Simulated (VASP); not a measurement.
Set up this calculation in VASP 6.6.1, as the native input.

```
Task                   : single point
Functional             : r2SCAN
Potentials or basis    : VASP PAW PBE potentials, release 64 (Zn, Se)
Cutoff                 : 520 eV
k mesh                 : 8 × 8 × 8
Occupations            : gaussian, width 0.02 eV
Spin                   : no spin polarisation
Dipole correction      : no
Further INCAR settings : ALGO = Normal; EDIFF = 1e-07; NBANDS = 16
```

Crystal: ZnSe.

```
Zn Se
1.0
     0.00000    2.86100    2.86100
     2.86100    0.00000    2.86100
     2.86100    2.86100    0.00000
Zn Se
1 1
Cartesian
  0.0000 0.0000 0.0000
  1.4305 1.4305 1.4305
```

This cell differs from its parent crystal: volume scaled by 1.03.

These files were run (other wordings do the same):

POSCAR

```
ZnSe
1.0
    0.0000000000      2.8609960424      2.8609960424
    2.8609960424      0.0000000000      2.8609960424
    2.8609960424      2.8609960424      0.0000000000
Zn Se
1 1
Direct
    0.0000000000      0.0000000000      0.0000000000
    0.2500000000      0.2500000000      0.2500000000
```

INCAR.step1

```
SYSTEM = ZnSe
ALGO     = Normal         ! electronic algorithm
EDIFF    = 1E-4           ! SCF threshold, eV
ENCUT    = 520            ! plane-wave cutoff, eV
GGA      = PE             ! functional
ISMEAR   = 0              ! smearing method
LASPH    = .TRUE.         ! aspherical terms in the spheres
LCHARG   = .FALSE.        ! write CHGCAR
LREAL    = .FALSE.        ! projectors in reciprocal space
LWAVE    = .TRUE.         ! write WAVECAR
NBANDS   = 16             ! bands
NELM     = 100            ! most SCF steps
PREC     = Accurate       ! precision mode
SIGMA    = 0.02           ! smearing width, eV
```

INCAR.step2

```
SYSTEM = ZnSe
ALGO     = Normal         ! electronic algorithm
EDIFF    = 1E-7           ! SCF threshold, eV
ENCUT    = 520            ! plane-wave cutoff, eV
ISIF     = 2              ! what is computed and relaxed
ISMEAR   = 0              ! smearing method
ISTART   = 1            
LASPH    = .TRUE.         ! aspherical terms in the spheres
LCHARG   = .FALSE.        ! write CHGCAR
LMIXTAU  = .TRUE.       
LREAL    = .FALSE.        ! projectors in reciprocal space
LWAVE    = .FALSE.        ! write WAVECAR
METAGGA  = R2SCAN         ! meta-GGA
NBANDS   = 16             ! bands
NELM     = 100            ! most SCF steps
PREC     = Accurate       ! precision mode
SIGMA    = 0.02           ! smearing width, eV
```

KPOINTS

```
k-points
0
G
  8 8 8
  0 0 0
```

Potentials or basis: VASP PAW PBE potentials, release 64 (Zn, Se).

The run is started by

```bash
$ cat potpaw_PBE.64/Zn/POTCAR potpaw_PBE.64/Se/POTCAR > POTCAR
$ cp INCAR.step1 INCAR
$ mpirun -np 1 vasp_std > vasp.out
$ cp INCAR.step2 INCAR
$ mpirun -np 1 vasp_std > vasp.out
```

It gave:

```
Pressure               : -1.7 GPa
Band gap on the k mesh : 1.74 eV, direct
```

Caveat: the PAW data sets were made with another functional, which shifts forces and pressure a little.

Wall time 4 min on 1 thread of AMD EPYC 7571 (shared host), peak memory 0.15 GiB.
